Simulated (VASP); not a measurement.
# SnO (Romarchite) (P4/nmm) in VASP: notebook

SnO (Romarchite) is run at these levels: PBE; tasks: single point.

Everything below comes from runs of VASP 6.6.1. Logs are shortened: lines on timing, memory, paths and dates and some standing lists are left out, and cuts for length are marked.

### Step 1. The cell of the first run

The structure is tetragonal, space group P4/nmm (No. 129). The conventional cell has a = 3.694 Å, b = 3.694 Å, c = 4.708 Å, α = 90.00°, β = 90.00°, γ = 90.00°. Within 2.9 Å of Sn (site symmetry 4mm) lie 4 O at 2.16 Å. Within 2.9 Å of O (site symmetry -4m2) lie 4 Sn at 2.16 Å and 4 O at 2.61 Å.

### Step 2. Single point, PBE

Input file INCAR:

```
PREC = Accurate ; ENCUT = 520
EDIFF = 1E-7 ; ISMEAR = -1
SIGMA = 0.1 ; LREAL = F
LASPH = T ; NELM = 80
ALGO = Normal ; ISIF = 2
LWAVE = F ; LCHARG = F
GGA = PE ; NBANDS = 28
```

Input file KPOINTS:

```
Automatic mesh
0
Gamma
  6 6 4
```

Input file POSCAR:

```
SnO
1.0
    3.6944759153      0.0000000000      0.0000000000
    0.0000000000      3.6944759153      0.0000000000
    0.0000000000      0.0000000000      4.7081079900
Sn O
2 2
Direct
    0.5000000000      0.0000000000      0.2369000000
    0.0000000000      0.5000000000      0.7631000000
    0.0000000000      0.0000000000      0.0000000000
    0.5000000000      0.5000000000      0.0000000000
```

Potentials or basis: VASP PAW PBE potentials, release 64 (Sn_d, O).

The run is started by

```bash
$ cat potpaw_PBE.64/Sn_d/POTCAR potpaw_PBE.64/O/POTCAR > POTCAR
$ mpirun -np 1 vasp_std > vasp.out
```

OUTCAR:

```text
PREC = Accurate
   ENCUT = 520
   EDIFF = 1E-7
   ISMEAR = -1
   LREAL = F
   LASPH = T
   NELM = 80
   ISIF = 2
   GGA = PE

 ion  position               nearest neighbor table
   1  0.500  0.000  0.237-   3 2.16   4 2.16   4 2.16   3 2.16   2 3.44   2 3.44   2 3.44   2 3.44
                             2 3.60   2 3.60   2 3.60   2 3.60
   2  0.000  0.500  0.763-   3 2.16   4 2.16   3 2.16   4 2.16   1 3.44   1 3.44   1 3.44   1 3.44
                             1 3.60   1 3.60   1 3.60   1 3.60
   3  0.000  0.000  0.000-   1 2.16   2 2.16   2 2.16   1 2.16
   4  0.500  0.500  0.000-   1 2.16   2 2.16   1 2.16   2 2.16

  LATTYP: Found a simple tetragonal cell.
 ALAT       =     3.6944759153
 C/A-ratio  =     1.2743642395

  Lattice vectors:

 A1 = (   3.6944759153,   0.0000000000,   0.0000000000)
 A2 = (   0.0000000000,   3.6944759153,   0.0000000000)
 A3 = (   0.0000000000,   0.0000000000,   4.7081079900)

Analysis of symmetry for initial positions (statically):
=====================================================================
 Subroutine PRICEL returns:
 Original cell was already a primitive cell.

 Routine SETGRP: Setting up the symmetry group for a
 simple tetragonal supercell.

 Subroutine GETGRP returns: Found 16 space group operations
 (whereof  8 operations were pure point group operations)
 out of a pool of 16 trial point group operations.

The static configuration has the point symmetry D_2d.
 The point group associated with its full space group is D_4h.

Analysis of symmetry for dynamics (positions and initial velocities):
=====================================================================
 Subroutine PRICEL returns:
 Original cell was already a primitive cell.

 Routine SETGRP: Setting up the symmetry group for a
 simple tetragonal supercell.

 Subroutine GETGRP returns: Found 16 space group operations
 (whereof  8 operations were pure point group operations)
 out of a pool of 16 trial point group operations.

The dynamic configuration has the point symmetry D_2d.
 The point group associated with its full space group is D_4h.

 Subroutine INISYM returns: Found 16 space group operations
 (whereof  8 operations are pure point group operations),
 and found     1 'primitive' translations

----------------------------------------------------------------------------------------

                                     Primitive cell

  volume of cell :      64.2617

  direct lattice vectors                    reciprocal lattice vectors
     3.694475915  0.000000000  0.000000000     0.270674386  0.000000000  0.000000000
     0.000000000  3.694475915  0.000000000     0.000000000  0.270674386  0.000000000
     0.000000000  0.000000000  4.708107990     0.000000000  0.000000000  0.212399546

  length of vectors
     3.694475915  3.694475915  4.708107990     0.270674386  0.270674386  0.212399546

  position of ions in fractional coordinates (direct lattice)
     0.500000000  0.000000000  0.236900000
     0.000000000  0.500000000  0.763100000
     0.000000000  0.000000000  0.000000000
     0.500000000  0.500000000  0.000000000

  ion indices of the primitive-cell ions
   primitive index   ion index
                 1           1
                 2           2
                 3           3
                 4           4

----------------------------------------------------------------------------------------

 KPOINTS: Automatic mesh

Automatic generation of k-mesh.
 Grid dimensions read from file:
 generate k-points for:    6    6    4

 Generating k-lattice:

  Cartesian coordinates                     Fractional coordinates (reciprocal lattice)
     0.045112398  0.000000000  0.000000000     0.166666667  0.000000000  0.000000000
     0.000000000  0.045112398  0.000000000     0.000000000  0.166666667  0.000000000
     0.000000000  0.000000000  0.053099887     0.000000000  0.000000000  0.250000000

  Length of vectors
     0.045112398  0.045112398  0.053099887

  Shift w.r.t. Gamma in fractional coordinates (k-lattice)
     0.000000000  0.000000000  0.000000000

 Subroutine IBZKPT returns following result:
 ===========================================

 Found     30 irreducible k-points:

 Following reciprocal coordinates:
            Coordinates               Weight
  0.000000  0.000000  0.000000      1.000000
  0.166667  0.000000  0.000000      4.000000
  0.333333  0.000000  0.000000      4.000000
  0.500000  0.000000  0.000000      2.000000
  0.166667  0.166667  0.000000      4.000000
  0.333333  0.166667  0.000000      8.000000
[... 16 lines left out ...]
  0.333333  0.000000  0.500000      4.000000
  0.500000  0.000000  0.500000      2.000000
 [... further k-points ...]
   k-points           NKPTS =     30   k-points in BZ     NKDIM =     30   number of bands    NBANDS=     28
   number of dos      NEDOS =    301   number of ions     NIONS =      4
   total plane-waves  NPLWV =  28224
   dimension x,y,z NGX =    28 NGY =   28 NGZ =   36
   dimension x,y,z NGXF=    56 NGYF=   56 NGZF=   72
   ions per type =               2   2
   NGX,Y,Z   is equivalent  to a cutoff of  12.60, 12.60, 12.71 a.u.
   NGXF,Y,Z  is equivalent  to a cutoff of  25.20, 25.20, 25.42 a.u.
 SYSTEM =  unknown system
   PREC   = accura    normal or accurate (medium, high low for compatibility)
   ISTART =      0    job   : 0-new  1-cont  2-samecut
   ICHARG =      2    charge: 1-file 2-atom 10-const
   ISPIN  =      1    spin polarized calculation?
   LNONCOLLINEAR =      F non collinear calculations
   LSORBIT =      F    spin-orbit coupling
   LASPH  =      T    aspherical Exc in radial PAW
   ENCUT  =  520.0 eV  38.22 Ry    6.18 a.u.   6.87  6.87  8.75*2*pi/ulx,y,z
   NELM   =     80;   NELMIN=  2; NELMDL= -5     # of ELM steps
   EDIFF  = 0.1E-06   stopping-criterion for ELM
   LREAL  =      F    real-space projection
   EDIFFG = 0.1E-05   stopping-criterion for IOM
   NSW    =      0    number of steps for IOM
   IBRION =     -1    ionic relax: 0-MD 1-quasi-New 2-CG
   NFREE  =      0    steps in history (QN), initial steepest desc. (CG)
   ISIF   =      2    stress and relaxation
   ISYM   =      2    0-nonsym 1-usesym 2-fastsym
   POTIM  = 0.5000    time-step for ionic-motion
   TEBEG  =    0.0;   TEEND  =   0.0 temperature during run
   PSTRESS=    0.0 pullay stress
   NELECT =      40.0000    total number of electrons
   NUPDOWN=      -1.0000    fix difference up-down
   EMIN   =  10.00;   EMAX   =-10.00  energy-range for DOS
   EFERMI =   0.00;   METHOD = LEGACY
   ISMEAR =    -1;   SIGMA  =   0.10  broadening in eV -4-tet -1-fermi 0-gaus
   EFERMI_NEDOS =   21; number of points for ismear=-14 and -15
   IALGO  =     38    algorithm
   IMIX   =      4    mixing-type and parameters
     AMIX     =   0.40;   BMIX     =  1.00
     AMIX_MAG =   1.60;   BMIX_MAG =  1.00
  volume/ion in A,a.u.               =      16.07       108.41
  Fermi-wavevector in a.u.,A,eV,Ry     =   1.397797  2.641453 26.583562  1.953837
  Thomas-Fermi vector in A             =   2.521018
   LORBIT       =      0    0 simple, 1 ext, 2 COOP (PROOUT), +10 PAW based schemes
   GGA     = PE    functional components
   LHFCALC =     F    Hartree Fock is set to
   AEXX    =    0.0000 exact exchange contribution
   IVDW    =     0    specifies the selected vdW correction
   LEPSILON=     F    determine dielectric tensor
   LRPA    =     F    only Hartree local field effects (RPA)
 non-spin polarized calculation
  energy-cutoff  :      520.00
  volume of cell :       64.26
 maximum number of plane-waves:      1760
 NGX is ok and might be reduce to    28
   NGX = 13   NGY = 13   NGZ = 17

 number of electron      39.9999989 magnetization

 Free energy of the ion-electron system (eV)
  ---------------------------------------------------
  ext. energy  EPLUGINS =         0.00000000
  ---------------------------------------------------
  free energy    TOTEN  =       -22.31389116 eV

  energy without entropy =      -22.30699679  energy(sigma->0) =      -22.31044397

 E-fermi :   8.6098     XC(G=0): -10.6999

 val. band max:        8.5936201227   @ k =   0.0000   0.0000   0.0000
 cond. band min:       9.2443581190   @ k =   0.5000   0.5000   0.2500
 fundamental gap:      0.6507379963
 Fermi energy:         8.6098097231

 k-point     1 :       0.0000    0.0000    0.0000
  band No.  band energies     occupation
      1     -14.0710      2.00000
      2     -13.4083      2.00000
      3     -13.4083      2.00000
      4     -13.3972      2.00000
      5     -13.3327      2.00000
      6     -13.3298      2.00000
[... 20 lines left out ...]
     27      15.3128      0.00000
     28      15.5496      0.00000

 k-point     2 :       0.1667    0.0000    0.0000
  band No.  band energies     occupation
      1     -14.0575      2.00000
      2     -13.5506      2.00000
      3     -13.3996      2.00000
      4     -13.3990      2.00000
      5     -13.3740      2.00000
      6     -13.3275      2.00000
[... 20 lines left out ...]
     27      15.5874      0.00000
     28      17.7217      0.00000

 k-point     3 :       0.3333    0.0000    0.0000
  band No.  band energies     occupation
      1     -14.0198      2.00000
      2     -13.7925      2.00000
      3     -13.3761      2.00000
      4     -13.3757      2.00000
      5     -13.3468      2.00000
      6     -13.3386      2.00000
[... 20 lines left out ...]
     27      16.1612      0.00000
     28      18.9133      0.00000

 k-point     4 :       0.5000    0.0000    0.0000
  band No.  band energies     occupation
      1     -13.9430      2.00000
      2     -13.9430      2.00000
      3     -13.3533      2.00000
      4     -13.3533      2.00000
      5     -13.3508      2.00000
      6     -13.3508      2.00000
[... 578 lines left out ...]
     27      16.9240      0.00000
     28      17.8467      0.00000

 k-point    23 :       0.3333    0.0000    0.5000
  band No.  band energies     occupation
      1     -14.0222      2.00000
      2     -13.8269      2.00000
      3     -13.3937      2.00000
      4     -13.3717      2.00000
      5     -13.3512      2.00000
      6     -13.3507      2.00000
[... 20 lines left out ...]
     27      16.9406      0.00000
     28      18.6659      0.00000

 k-point    24 :       0.5000    0.0000    0.5000
  band No.  band energies     occupation
      1     -13.9645      2.00000
      2     -13.9645      2.00000
      3     -13.3940      2.00000
      4     -13.3940      2.00000
      5     -13.3412      2.00000
      6     -13.3412      2.00000
[... 20 lines left out ...]
     27      17.4694      0.00000
     28      17.4694      0.00000

 [... further k-points ...]
[... 5 lines left out ...]
  --------------------------------------------------------------------------------------
  -------------------------------------------------------------------------------------
  Total        6.6920988      6.6920988      5.2547986      0.0000000     -0.0000000      0.0000000
  in kB      166.8479322    166.8479322    131.0130508      0.0000000     -0.0000000      0.0000000
  external PRESSURE =     154.9029717 kB  Pullay stress =       0.0000000 kB

 VOLUME and BASIS-vectors are now :
 -----------------------------------------------------------------------------
  energy-cutoff  :      520.00
  volume of cell :       64.26
      direct lattice vectors                 reciprocal lattice vectors
     3.694475915  0.000000000  0.000000000     0.270674386  0.000000000  0.000000000
     0.000000000  3.694475915  0.000000000     0.000000000  0.270674386  0.000000000
     0.000000000  0.000000000  4.708107990     0.000000000  0.000000000  0.212399546

 POSITION                                       TOTAL-FORCE (eV/Angst)
 -----------------------------------------------------------------------------------
      1.84724      0.00000      1.11535         0.000000      0.000000      2.006935
      0.00000      1.84724      3.59276         0.000000     -0.000000     -2.006935
      0.00000      0.00000      0.00000         0.000000      0.000000      0.000000
      1.84724      1.84724      0.00000         0.000000     -0.000000      0.000000
 -----------------------------------------------------------------------------------
    total drift:                                0.000000      0.000000      0.000000

  FREE ENERGIE OF THE ION-ELECTRON SYSTEM (eV)
  ---------------------------------------------------
  free  energy   TOTEN  =       -22.3138911612 eV

  energy  without entropy=      -22.3069967860  energy(sigma->0) =      -22.31044397
```

Wall time 32 s (1 thread of AMD EPYC 9R14 (Zen 4), shared host); peak memory 0.16 GiB.

What came out:

```yaml
Free_energy: -22.3139 eV
Pressure: 15.5 GPa
Largest_force: 2.007 eV/Å
Band_gap_on_the_k_mesh: zero (band 20 reaches 8.59 eV, above the bottom of band 21 at 8.34 eV)
```

Forces in eV/Å, atoms in the order of the input:
```
Sn   0.000  0.000  2.007
Sn   0.000  0.000 -2.007
O    0.000  0.000  0.000
O    0.000  0.000  0.000
```

Caveat: spin-orbit coupling is left out, which moves the levels of the heavy elements; forces of over 1 eV/Å act on the atoms, so gaps and moduli don't describe the material at rest.

### Step 3. Single point, PBE

This run uses another cell than the first one, of 16.53 Å³/atom, 1.029 times its volume.

Input file INCAR:

```
  PREC = Accurate
  ENCUT = 520
  EDIFF = 1E-6
  ISMEAR = -1
  SIGMA = 0.1
  LREAL = F
  LASPH = T
  NELM = 100
  ALGO = Normal
  ISIF = 2
  LWAVE = F
  LCHARG = F
  GGA = PE
  NBANDS = 28
```

Input file KPOINTS:

```
regular mesh
0
Gamma
  6 6 4
```

Input file POSCAR:

```
SnO
1.0
    3.7298319001      0.0000000000      0.0000000000
    0.0000000000      3.7298319001      0.0000000000
    0.0000000000      0.0000000000      4.7531643926
Sn O
2 2
Direct
    0.5000000000      0.0000000000      0.2369000000
    0.0000000000      0.5000000000      0.7631000000
    0.0000000000      0.0000000000      0.0000000000
    0.5000000000      0.5000000000      0.0000000000
```

Potentials or basis: VASP PAW PBE potentials, release 64 (Sn_d, O).

The run is started by

```bash
$ cat potpaw_PBE.64/Sn_d/POTCAR potpaw_PBE.64/O/POTCAR > POTCAR
$ mpirun -np 1 vasp_std > vasp.out
```

It took 28 s on 1 thread of AMD EPYC 9R14 (Zen 4), shared host; peak memory 0.16 GiB.

It converged, with:

```yaml
Free_energy: -22.4719 eV
Pressure: 11.5 GPa
Largest_force: 1.503 eV/Å
Band_gap_on_the_k_mesh: zero (band 20 reaches 8.12 eV, above the bottom of band 21 at 7.98 eV)
```

Forces in eV/Å, atoms in the order of the input:
```
Sn   0.000  0.000  1.503
Sn   0.000  0.000 -1.503
O    0.000  0.000  0.000
O    0.000  0.000  0.000
```

Stress tensor (GPa, compression positive):
```
12.32  0.00  0.00
 0.00 12.32  0.00
 0.00  0.00  9.75
```

Levels at points of the mesh, in eV from the Fermi level:
| k point | band 16 | band 17 | band 18 | band 19 | band 20 | band 21 | band 22 | band 23 | band 24 | band 25 |
| --- | --- | --- | --- | --- | --- | --- | --- | --- | --- | --- |
| (0.00, 0.00, 0.00) | -7.02 | -4.03 | -3.73 | -3.73 | -0.03 | 2.14 | 4.21 | 4.67 | 4.67 | 5.73 |
| (0.50, 0.00, 0.00) | -5.66 | -5.51 | -5.51 | -3.09 | -3.09 | 3.20 | 3.20 | 6.01 | 6.01 | 6.03 |
| (0.50, 0.50, 0.00) | -5.82 | -3.03 | -3.03 | -2.06 | -2.06 | -0.17 | -0.17 | 4.32 | 4.32 | 7.40 |
| (0.00, 0.00, 0.50) | -4.10 | -3.74 | -3.74 | -3.04 | -2.64 | 1.53 | 2.81 | 2.81 | 3.65 | 7.81 |
| (0.50, 0.00, 0.50) | -6.14 | -5.47 | -5.47 | -2.04 | -2.04 | 2.53 | 2.53 | 5.46 | 5.46 | 6.79 |
| (0.50, 0.50, 0.50) | -6.29 | -3.03 | -3.03 | -2.92 | -2.92 | 2.14 | 2.14 | 4.07 | 4.07 | 5.63 |

Caveat: spin-orbit coupling is left out, which moves the levels of the heavy elements; forces of over 1 eV/Å act on the atoms, so gaps and moduli don't describe the material at rest.

### Step 4. Single point, PBE

This run uses another cell than the first one, of 17.00 Å³/atom, 1.058 times its volume.

Input file INCAR:

```
ALGO = Normal
EDIFF = 1E-6
ENCUT = 520
GGA = PE
ISIF = 2
ISMEAR = -1
LASPH = True
LCHARG = False
LREAL = False
LWAVE = False
NBANDS = 28
NELM = 80
PREC = Accurate
SIGMA = 0.1
```

Input file KPOINTS:

```
k-points
0
Gamma
  6 6 4
```

Input file POSCAR:

```
SnO
1.0
    3.7645300033      0.0000000000      0.0000000000
    0.0000000000      3.7645300033      0.0000000000
    0.0000000000      0.0000000000      4.7973824145
Sn O
2 2
Direct
    0.5000000000      0.0000000000      0.2369000000
    0.0000000000      0.5000000000      0.7631000000
    0.0000000000      0.0000000000      0.0000000000
    0.5000000000      0.5000000000      0.0000000000
```

The run is started by

```bash
$ cat potpaw_PBE.64/Sn_d/POTCAR potpaw_PBE.64/O/POTCAR > POTCAR
$ mpirun -np 1 vasp_std > vasp.out
```

It took 28 s on 1 thread of AMD EPYC 9R14 (Zen 4), shared host; peak memory 0.16 GiB.

It converged, with:

| Quantity | Value |
| --- | --- |
| Free energy | -22.5863 eV |
| Pressure | 8.0 GPa |
| Largest force | 1.042 eV/Å |
| Band gap on the k mesh | zero (band 20 reaches 7.67 eV, above the bottom of band 21 at 7.64 eV) |

Forces in eV/Å, atoms in the order of the input:
```
Sn   0.000  0.000  1.042
Sn   0.000  0.000 -1.042
O    0.000  0.000  0.000
O    0.000  0.000  0.000
```

Stress tensor (GPa, compression positive):
```
8.55 0.00 0.00
0.00 8.55 0.00
0.00 0.00 6.83
```

Levels at points of the mesh, in eV from the Fermi level:
```csv
k point,band 16,band 17,band 18,band 19,band 20,band 21,band 22,band 23,band 24,band 25
"(0.00, 0.00, 0.00)",-6.74,-3.83,-3.53,-3.53,-0.06,2.07,4.23,4.64,4.64,5.68
"(0.50, 0.00, 0.00)",-5.42,-5.26,-5.26,-2.96,-2.96,3.15,3.15,5.93,5.93,5.97
"(0.50, 0.50, 0.00)",-5.56,-2.85,-2.85,-2.02,-2.02,-0.09,-0.09,4.35,4.35,7.28
"(0.00, 0.00, 0.50)",-3.90,-3.55,-3.55,-3.13,-2.50,1.56,2.85,2.85,3.63,7.81
"(0.50, 0.00, 0.50)",-5.89,-5.23,-5.23,-1.95,-1.95,2.51,2.51,5.41,5.41,6.69
"(0.50, 0.50, 0.50)",-6.02,-2.85,-2.85,-2.84,-2.84,2.19,2.19,4.01,4.01,5.57
```

Caveat: spin-orbit coupling is left out, which moves the levels of the heavy elements; forces of over 1 eV/Å act on the atoms, so gaps and moduli don't describe the material at rest.

[end of part 1 of 2]
